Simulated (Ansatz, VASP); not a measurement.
Pt3I2: VASP beside Ansatz

File INCAR:

```
PREC = Accurate
ENCUT = 600
EDIFF = 1E-6
ISMEAR = 0
SIGMA = 0.1
LREAL = F
LASPH = T
NELM = 80
ALGO = Normal
ISIF = 3
LWAVE = F
LCHARG = F
GGA = PE
IBRION = 2
NSW = 100
EDIFFG = -0.01
```

File KPOINTS:

```
Automatic mesh
0
Gamma
  12 12 4
```

POSCAR

```
Pt3I2
1.0
    3.7732994365      0.0000000000      0.0000000000
   -1.8866497183      3.2677731681      0.0000000000
    0.0000000000      0.0000000000      8.9409713762
Pt I
3 2
Direct
    0.0000000000      0.0000000000      0.0000000000
    0.3333333333      0.6666666667      0.5880448130
    0.6666666667      0.3333333333      0.4119551870
    0.3333333333      0.6666666667      0.2008304036
    0.6666666667      0.3333333333      0.7991695964
```

Input for Ansatz:

```yaml
crystal:
  lattice:
    - [3.7732994365, 0.0, 0.0]
    - [-1.8866497183, 3.2677731681, 0.0]
    - [0.0, 0.0, 8.9409713762]
  atoms:
    - { symbol: Pt, position: [0.0, 0.0, 0.0] }
    - { symbol: Pt, position: [0.3333333333, 0.6666666667, 0.588044813] }
    - { symbol: Pt, position: [0.6666666667, 0.3333333333, 0.411955187] }
    - { symbol: I, position: [0.3333333333, 0.6666666667, 0.2008304036] }
    - { symbol: I, position: [0.6666666667, 0.3333333333, 0.7991695964] }
basis:
  ecutwfc: 420
kpoints:
  mp_grid: { grid: [12, 12, 4] }
hamiltonian:
  xc: pbe
scf:
  occupations: { method: gaussian, width: 0.1 }
output:
  forces: true
  stress: true
  eigenvalues: true
relax:
  adjacent_minimum: "off"
  f_tol: 0.01
  max_steps: 80
  cell: { stress_tol: 0.05 }
```

Alike in both runs: task relaxation of cell and atoms; functional PBE; k mesh 12 × 12 × 4; occupations gaussian, width 0.1 eV; no spin polarisation.

|  | VASP | Ansatz |
| --- | --- | --- |
| version | VASP 6.6.1 | Ansatz 0.2.0 |
| potentials or method | VASP PAW PBE potentials, release 64 (Pt, I), cutoff 600 eV | scalar-relativistic, plane waves, PAW |
| valence electrons in the cell | 44 | 88 |

|  | VASP | Ansatz | Ansatz less VASP |
| --- | --- | --- | --- |
| gap on the k mesh at the Fermi level, each at its own relaxed structure (eV) | none | none | - |
| relaxed volume (Å³/atom) | 21.97 | 22.03 | +0.057 |
| relaxed cell length with the largest relative difference (Å) | 3.774 | 3.777 | +0.0036 |

A gap of «none» marks a metal or a gap that the smearing closes. VASP's potentials hold 44 valence electrons a cell and Ansatz's 88, so a difference there can come from the potentials and not from the codes.

Spin-orbit coupling is off throughout.
